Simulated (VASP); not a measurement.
Wanted: the native input for a VASP 6.6.1 run.

```
Task                   : single point
Functional             : PBEsol
Potentials or basis    : VASP PAW PBE potentials, release 64 (Al, Ga_d, N)
Cutoff                 : 520 eV
k mesh                 : 6 × 8 × 6
Occupations            : gaussian, width 0.05 eV
Spin                   : no spin polarisation
Dipole correction      : no
Further INCAR settings : ALGO = Normal; EDIFF = 1e-06; NBANDS = 41
```

The structure of AlGa3N4 lies in POSCAR:

```
AlGa3N4
1.0
    5.1423512025      0.0000000000      0.0001215039
    0.0000000000      3.1649848011      0.0000000000
   -0.0035856884      0.0000000000      5.4784941380
Al Ga N
1 3 4
Direct
    0.0006034235      0.5000000000      0.6673576246
    0.4991167026      0.5000000000      0.3349195796
    0.4990273840      0.0000000000      0.8315570006
    0.9534533340      0.0754027440      0.1661815577
    0.1196687536      0.5000000000      0.3400974151
    0.1176459797      0.0000000000      0.8263760593
    0.6204436392      0.0000000000      0.1662162869
    0.6312323461      0.5000000000      0.6672965055
```

This cell differs from its parent crystal: atom 4 (Ga) moved -0.338 Å along Cartesian [1 -1 0].

These files were run (other wordings do the same):

INCAR

```
SYSTEM = AlGa3N4
ALGO = Normal
EDIFF = 1E-6
ENCUT = 520
GGA = PS
ISIF = 2
ISMEAR = 0
LASPH = .TRUE.
LCHARG = .FALSE.
LREAL = .FALSE.
LWAVE = .FALSE.
NBANDS = 41
NELM = 60
PREC = Accurate
SIGMA = 0.05
```

KPOINTS

```
k-points
0
G
  6 8 6
  0 0 0
```

Potentials or basis: VASP PAW PBE potentials, release 64 (Al, Ga_d, N).

Launch:

```sh
$ cat potpaw_PBE.64/Al/POTCAR potpaw_PBE.64/Ga_d/POTCAR potpaw_PBE.64/N/POTCAR > POTCAR
$ mpirun -np 1 vasp_std > vasp.out
```

It gave:

- Pressure: 3.1 GPa
- Largest force: 5.881 eV/Å
- Band gap on the k mesh: 1.95 eV

Caveat: the cell differs from its parent crystal (atom 4 (Ga) moved -0.338 Å along Cartesian [1 -1 0]); the cell stands under pressure; the PAW data sets were made with another functional, which shifts forces and pressure a little.

Wall time 7.5 min on 1 thread of Intel(R) Xeon(R) Platinum 8259CL CPU @ 2.50GHz (Skylake/Cascade Lake), with other jobs on the host, peak memory 0.5 GiB.
